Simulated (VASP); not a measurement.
Crystal: Si5Ge.

```
Si Ge
1.0
     2.83720    0.00000    0.00000
     0.00000    3.68461    0.00000
     0.00000    0.00000    8.89583
Si Ge
5 1
Direct
  0.00000 0.00000 0.85139
  0.50000 0.50000 0.00000
  0.00000 0.00000 0.14861
  0.50000 0.50000 0.29963
  0.50000 0.50000 0.70037
  0.00000 0.00000 0.50000
```

- Program: VASP 6.6.1
- Task: relaxation of cell and atoms
- Functional: PBE
- Potentials or basis: VASP PAW PBE potentials, release 64 (Si, Ge_d)
- Cutoff: 600 eV
- k mesh: 6 × 6 × 2
- Occupations: gaussian, width 0.1 eV
- Spin: no spin polarisation

At the start: pressure 0.0 GPa; volume 15.50 Å³/atom.

Question: How do energy, volume and symmetry change on relaxing?

Answer: Over 19 steps the energy falls by 40.8 meV/atom and the volume is 15.60 Å³/atom (+0.6 %); space group Pmmm (No. 47, to 0.05 Å).

Step by step:
```
step  energy change (eV)  largest force (eV/Å)  pressure (GPa)  volume (Å³)
   1              0.0000                0.3754            0.03        93.00
   2             -0.0647                0.4192           -0.16        93.02
   3             -0.1488                0.2772            0.40        92.90
   4             -0.1558                0.2218            0.73        92.84
   5             -0.1409                0.0980            1.50        92.67
   6             -0.1544                0.1386            1.02        92.77
   7             -0.1574                0.1857            0.83        92.81
   8             -0.2004                0.0897           -0.58        94.74
   9             -0.2010                0.1077           -0.72        94.96
  10             -0.2125                0.1927           -0.93        95.15
  11             -0.2150                0.1654           -0.89        95.09
  12             -0.2329                0.1369           -0.34        94.18
  13             -0.2270                0.1803            1.44        91.73
  14             -0.2416                0.1331            0.52        93.03
  15             -0.2418                0.1286            0.39        93.19
  16             -0.2436                0.0738           -0.01        93.52
  17             -0.2436                0.0684           -0.11        93.56
  18             -0.2446                0.0427           -0.11        93.57
  19             -0.2450                0.0186           -0.16        93.59
```

Final structure:
```
CELL_PARAMETERS angstrom
3.02930 0.00000 0.00000
0.00000 3.46062 0.00000
0.00000 0.00000 8.92745
ATOMIC_POSITIONS crystal
Si 0.00000 0.00000 0.83880
Si 0.50000 0.50000 0.00000
Si 0.00000 0.00000 0.16120
Si 0.50000 0.50000 0.29928
Si 0.50000 0.50000 0.70072
Ge 0.00000 0.00000 0.50000
```

Caveat: the k points lie up to 0.35 Å⁻¹ apart in the final cell.
